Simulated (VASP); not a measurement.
# TiN (rocksalt type) (Fm-3m) in VASP: a series of runs, part 2 of 2

VASP 6.6.1. Earlier steps stand in the parts before.

**4. Single point, PBE**

This run uses another cell than the first one: it holds 4 atoms, not 2.

Input file INCAR:

```
  PREC = Accurate
  ENCUT = 520
  EDIFF = 1E-7
  ISMEAR = -1
  SIGMA = 0.08
  LREAL = F
  LASPH = T
  NELM = 100
  ALGO = Normal
  ISIF = 2
  LWAVE = F
  LCHARG = F
  GGA = PE
  NBANDS = 25
```

Input file KPOINTS:

```
Automatic mesh
0
Gamma
  12 12 9
```

Input file POSCAR:

```
TiN
1.0
    2.1236374923      2.1236374923      0.0000000000
   -2.1236374923      2.1236374923      0.0000000000
    0.0000000000      0.0000000000      4.2472749846
Ti N
2 2
Direct
    0.0000000000      0.0000000000      0.0000000000
    0.5000000000      0.5000000000      0.5000000000
    0.5000000000      0.5000000000      0.0000000000
    0.0000000000      0.0000000000      0.5000000000
```

Potentials or basis: VASP PAW PBE potentials, release 64 (Ti_sv, N).

Command:

```sh
$ cat potpaw_PBE.64/Ti_sv/POTCAR potpaw_PBE.64/N/POTCAR > POTCAR
$ mpirun -np 1 vasp_std > vasp.out
```

OUTCAR:

```text
PREC = Accurate
   ENCUT = 520
   EDIFF = 1E-7
   ISMEAR = -1
   LREAL = F
   LASPH = T
   NELM = 100
   ISIF = 2
   GGA = PE

 ion  position               nearest neighbor table
   1  0.000  0.000  0.000-   3 2.12   4 2.12   4 2.12   3 2.12   3 2.12   3 2.12
   2  0.500  0.500  0.500-   3 2.12   4 2.12   3 2.12   4 2.12   4 2.12   4 2.12
   3  0.500  0.500  0.000-   1 2.12   2 2.12   2 2.12   1 2.12   1 2.12   1 2.12
   4  0.000  0.000  0.500-   1 2.12   2 2.12   1 2.12   2 2.12   2 2.12   2 2.12

  LATTYP: Found a simple tetragonal cell.
 ALAT       =     3.0032769432
 C/A-ratio  =     1.4142135624

  Lattice vectors:

 A1 = (   2.1236374923,   2.1236374923,   0.0000000000)
 A2 = (  -2.1236374923,   2.1236374923,   0.0000000000)
 A3 = (   0.0000000000,   0.0000000000,   4.2472749846)

Analysis of symmetry for initial positions (statically):
=====================================================================
 Subroutine PRICEL returns following result:

  LATTYP: Found a face centered cubic cell.
 ALAT       =     4.2472749846

[... 181 lines left out ...]
  ext. energy  EPLUGINS =         0.00000000
  ---------------------------------------------------
  free energy    TOTEN  =       -39.29227090 eV

  energy without entropy =      -39.25726398  energy(sigma->0) =      -39.27476744

 E-fermi :  11.3733     XC(G=0): -12.9983

 val. band max:       11.3529639501   @ k =   0.1667   0.1667   0.4444
 cond. band min:      11.3739652846   @ k =   0.4167   0.2500   0.2222
 fundamental gap:      0.0210013345
 Fermi energy:        11.3732910756

 k-point     1 :       0.0000    0.0000    0.0000
  band No.  band energies     occupation
      1     -46.4839      2.00000
      2     -46.3585      2.00000
      3     -22.9928      2.00000
      4     -22.6671      2.00000
      5     -22.6671      2.00000
      6     -22.4678      2.00000
[... 661 lines left out ...]
     24      13.9574      0.00000
     25      15.1623      0.00000

 [... further k-points ...]
[... 5 lines left out ...]
  --------------------------------------------------------------------------------------
  -------------------------------------------------------------------------------------
  Total        0.0939332      0.0939332      0.1268078      0.0000000      0.0000000     -0.0000000
  in kB        3.9285158      3.9285158      5.3034114      0.0000000      0.0000000     -0.0000000
  external PRESSURE =       4.3868143 kB  Pullay stress =       0.0000000 kB

 VOLUME and BASIS-vectors are now :
 -----------------------------------------------------------------------------
  energy-cutoff  :      520.00
  volume of cell :       38.31
      direct lattice vectors                 reciprocal lattice vectors
     2.123637492  2.123637492  0.000000000     0.235445080  0.235445080  0.000000000
    -2.123637492  2.123637492  0.000000000    -0.235445080  0.235445080  0.000000000
     0.000000000  0.000000000  4.247274985     0.000000000  0.000000000  0.235445080

 POSITION                                       TOTAL-FORCE (eV/Angst)
 -----------------------------------------------------------------------------------
      0.00000      0.00000      0.00000         0.000000     -0.000000      0.000000
      0.00000      2.12364      2.12364         0.000000     -0.000000     -0.000000
      0.00000      2.12364      0.00000        -0.000000      0.000000      0.000000
      0.00000      0.00000      2.12364        -0.000000     -0.000000      0.000000
 -----------------------------------------------------------------------------------
    total drift:                                0.000000      0.000000     -0.000000

  FREE ENERGIE OF THE ION-ELECTRON SYSTEM (eV)
  ---------------------------------------------------
  free  energy   TOTEN  =       -39.2922708957 eV

  energy  without entropy=      -39.2572639826  energy(sigma->0) =      -39.27476744
```

OSZICAR:

```text
N       E                     dE             d eps       ncg     rms          rms(c)
DAV:   1     0.401445630518E+03    0.40145E+03   -0.16996E+04  7008   0.170E+03
DAV:   2     0.108387836050E+01   -0.40036E+03   -0.38198E+03  7392   0.488E+02
DAV:   3    -0.468064248063E+02   -0.47890E+02   -0.46827E+02 10253   0.157E+02
[... 12 lines left out ...]
DAV:  16    -0.392922729255E+02    0.14556E-06   -0.30843E-05 10129   0.364E-02    0.228E-02
DAV:  17    -0.392922878501E+02   -0.14925E-04   -0.53022E-05  8750   0.580E-02    0.331E-02
DAV:  18    -0.392922711711E+02    0.16679E-04   -0.37469E-05  8600   0.508E-02    0.154E-02
DAV:  19    -0.392922709654E+02    0.20572E-06   -0.46729E-06  7651   0.124E-02    0.579E-03
DAV:  20    -0.392922708957E+02    0.69687E-07   -0.16482E-07  5484   0.371E-03
   1 F= -.39292271E+02 E0= -.39274767E+02  d E =-.350069E-01
```

stdout:

```text
POSCAR found type information on POSCAR TiN
 POSCAR found :  2 types and       4 ions
 scaLAPACK will be used
 LDA part: xc-table for (Slater+PW92), standard interpolation
 POSCAR, INCAR and KPOINTS ok, starting setup
 FFT: planning ... GRIDC
 FFT: planning ... GRID_SOFT
 FFT: planning ... GRID
 WAVECAR not read
 entering main loop
```

Wall time 1.7 min (1 thread of Intel Xeon Platinum 8488C (Sapphire Rapids), shared host); peak memory 0.23 GiB.

What came out:

| Property | Result |
| --- | --- |
| Free energy | -39.2923 eV |
| Pressure | 0.4 GPa |
| Band gap on the k mesh | zero (band 17 reaches 13.04 eV, above the bottom of band 18 at 8.35 eV) |

**5. Overview**

```tsv
task	cell	k mesh	cutoff (eV)	gap on the mesh (eV)	pressure (GPa)
single point	a = 3.003 Å, angles 60.0°, 2 atoms	17 × 17 × 17	520	none	0.5
relaxation of cell and atoms	relaxed from a = 3.047 Å, angles 60.0°, 2 atoms	17 × 17 × 17	600	none	0.1
single point	a = 3.003, b = 3.003, c = 4.247 Å, 4 atoms	12 × 12 × 9	520	none	0.4
```

Alike in all rows: level PBE; potentials or basis VASP PAW PBE potentials, release 64 (Ti_sv, N); no spin polarisation; smearing fermi-dirac 0.08 eV.

Absolute energies hang on the potentials; compare differences alone.
